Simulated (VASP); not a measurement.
Wanted: the native input for a VASP 6.6.1 run.

| Property | Result |
| --- | --- |
| Task | single point |
| Functional | PBE |
| Potentials or basis | VASP PAW PBE potentials, release 64 (Ti_sv, Al) |
| Cutoff | 520 eV |
| k mesh | 6 × 6 × 4 |
| Occupations | gaussian, width 0.1 eV |
| Spin | no spin polarisation |
| Dipole correction | no |
| Further INCAR settings | ALGO = Normal; EDIFF = 1e-07; NBANDS = 24 |

The structure of TiAl6 lies in POSCAR:

```
TiAl6
1.0
    7.7354495367      0.0000000000      0.0000000000
   -3.8677247683      6.6990958085      0.0000000000
    0.0000000000      0.0000000000      2.8238941660
Ti Al
1 6
Direct
    0.0000000000      0.0000000000      0.0000000000
    0.3334202038      0.0000000000      0.5000000000
    0.6665797962      0.0000000000      0.5000000000
    0.0000000000      0.3334202038      0.5000000000
    0.0000000000      0.6665797962      0.5000000000
    0.6665797962      0.6665797962      0.5000000000
    0.3334202038      0.3334202038      0.5000000000
```

These files were run (other wordings do the same):

INCAR

```
SYSTEM = TiAl6
ALGO     = Normal         ! electronic algorithm
EDIFF    = 1E-7           ! SCF threshold, eV
ENCUT    = 520            ! plane-wave cutoff, eV
GGA      = PE             ! functional
ISIF     = 2              ! what is computed and relaxed
ISMEAR   = 0              ! smearing method
LASPH    = .TRUE.         ! aspherical terms in the spheres
LCHARG   = .TRUE.         ! write CHGCAR
LELF     = .TRUE.         ! ELF
LREAL    = .FALSE.        ! projectors in reciprocal space
LVHAR    = .TRUE.       
LWAVE    = .FALSE.        ! write WAVECAR
NBANDS   = 24             ! bands
NELM     = 100            ! most SCF steps
PREC     = Accurate       ! precision mode
SIGMA    = 0.1            ! smearing width, eV
```

KPOINTS

```
k-points
0
G
  6 6 4
  0 0 0
```

Potentials or basis: VASP PAW PBE potentials, release 64 (Ti_sv, Al).

The run is started by

```console
$ cat potpaw_PBE.64/Ti_sv/POTCAR potpaw_PBE.64/Al/POTCAR > POTCAR
$ mpirun -np 1 vasp_std > vasp.out
```

It gave:

* Pressure: 0.1 GPa
* Largest force: 0.005 eV/Å
* Band gap on the k mesh: zero (band 15 reaches 5.98 eV, above the bottom of band 16 at 5.05 eV)

Caveat: the k points lie up to 0.56 Å⁻¹ apart.

Run time: 52 s on 1 thread of Intel(R) Xeon(R) Platinum 8488C (Sapphire Rapids), with other jobs on the host, peak memory 0.3 GiB.
